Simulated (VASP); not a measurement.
Wanted: the native input for a VASP 6.6.1 run.

| Quantity | Value |
| --- | --- |
| Task | single point |
| Functional | PBE |
| Potentials or basis | VASP PAW PBE potentials, release 64 (Sc_sv, Ga_d, Sb, As) |
| Cutoff | 520 eV |
| k mesh | 4 × 4 × 4 |
| Occupations | gaussian, width 0.1 eV |
| Spin | no spin polarisation |
| Dipole correction | no |
| Further INCAR settings | ALGO = Normal; EDIFF = 1e-06; NBANDS = 34 |

The structure of Sc2GaSbAs2 lies in POSCAR:

```
Sc2GaSbAs2
1.0
    4.4121892858      0.0000000000      0.0000000000
    0.0000000000      4.4121892858      0.0000000000
    0.0000000000      0.0000000000      8.1839625783
Sc Ga Sb As
2 1 1 2
Direct
    0.0000000000      0.5000000000      0.0000000000
    0.5000000000      0.0000000000      0.0000000000
    0.0000000000      0.0000000000      0.5000000000
    0.5000000000      0.5000000000      0.5000000000
    0.0000000000      0.0000000000      0.1950915299
    0.0000000000      0.0000000000      0.8049084701
```

The input as run:

INCAR

```
SYSTEM = Sc2GaSbAs2
ALGO = Normal
EDIFF = 1E-6
ENCUT = 520
GGA = PE
ISIF = 2
ISMEAR = 0
LASPH = .True.
LCHARG = .True.
LELF = .True.
LREAL = .False.
LVHAR = .True.
LWAVE = .False.
NBANDS = 34
NELM = 100
PREC = Accurate
SIGMA = 0.1
```

KPOINTS

```
k-points
0
Gamma
  4 4 4
  0 0 0
```

Potentials or basis: VASP PAW PBE potentials, release 64 (Sc_sv, Ga_d, Sb, As).

Command:

```console
$ cat potpaw_PBE.64/Sc_sv/POTCAR potpaw_PBE.64/Ga_d/POTCAR potpaw_PBE.64/Sb/POTCAR potpaw_PBE.64/As/POTCAR > POTCAR
$ mpirun -np 1 vasp_std > vasp.out
```

It gave:

The pressure is 0.1 GPa. The largest force is 0.006 eV/Å. The band gap on the k mesh is zero (band 25 reaches 4.10 eV, above the bottom of band 26 at 3.49 eV).

Caveat: spin-orbit coupling is left out, which moves the levels of the heavy elements.

Run time: 2.1 min on 1 thread of AMD EPYC 7R13 Processor (Zen 3) (shared host), peak memory 0.31 GiB.
